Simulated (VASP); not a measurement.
Wanted: the native input for a VASP 6.6.1 run.

```
Task                   : single point
Functional             : PBE
Potentials or basis    : VASP PAW PBE potentials, release 64 (Si, Ni)
Cutoff                 : 520 eV
k mesh                 : 14 × 14 × 14
Occupations            : gaussian, width 0.15 eV
Spin                   : no spin polarisation
Dipole correction      : no
Further INCAR settings : ALGO = Fast; EDIFF = 1e-06; NBANDS = 25
```

The structure of SiNi3 lies in POSCAR:

```
SiNi3
1.0
    3.5062596291      0.0000000000      0.0000000000
    0.0000000000      3.5062596291      0.0000000000
    0.0000000000      0.0000000000      3.5062596291
Si Ni
1 3
Direct
    0.0000000000      0.0000000000      0.0000000000
    0.0000000000      0.5891263150      0.5000000000
    0.5000000000      0.0891263150      0.5000000000
    0.5000000000      0.5891263150      0.0000000000
```

This cell differs from its parent crystal: all Ni atoms moved +0.312 Å, as atom 2 along Cartesian [0 1 0].

The input as run:

INCAR

```
ALGO     = Fast           # electronic algorithm
EDIFF    = 1E-6           # SCF threshold, eV
ENCUT    = 520            # plane-wave cutoff, eV
GGA      = PE             # functional
ISIF     = 2              # what is computed and relaxed
ISMEAR   = 0              # smearing method
LASPH    = True           # aspherical terms in the spheres
LCHARG   = False          # write CHGCAR
LREAL    = False          # projectors in reciprocal space
LWAVE    = False          # write WAVECAR
NBANDS   = 25             # bands
NELM     = 100            # most SCF steps
PREC     = Accurate       # precision mode
SIGMA    = 0.15           # smearing width, eV
```

KPOINTS

```
k-points
0
Gamma
  14 14 14
```

Potentials or basis: VASP PAW PBE potentials, release 64 (Si, Ni).

Command:

```bash
$ cat potpaw_PBE.64/Si/POTCAR potpaw_PBE.64/Ni/POTCAR > POTCAR
$ mpirun -np 1 vasp_std > vasp.out
```

It gave:

```yaml
Pressure: 5.1 GPa
Largest_force: 1.954 eV/Å
Band_gap_on_the_k_mesh: zero (bands 17 and 18 overlap by 0.29 eV)
```

Caveat: the cell differs from its parent crystal (all Ni atoms moved +0.312 Å, as atom 2 along Cartesian [0 1 0]); the cell stands under pressure; forces of over 1 eV/Å act on the atoms, so gaps and moduli don't describe the material at rest.

Wall time 2.6 min on 1 thread of Intel(R) Xeon(R) 6975P-C (Granite Rapids) (shared host), peak memory 0.35 GiB.
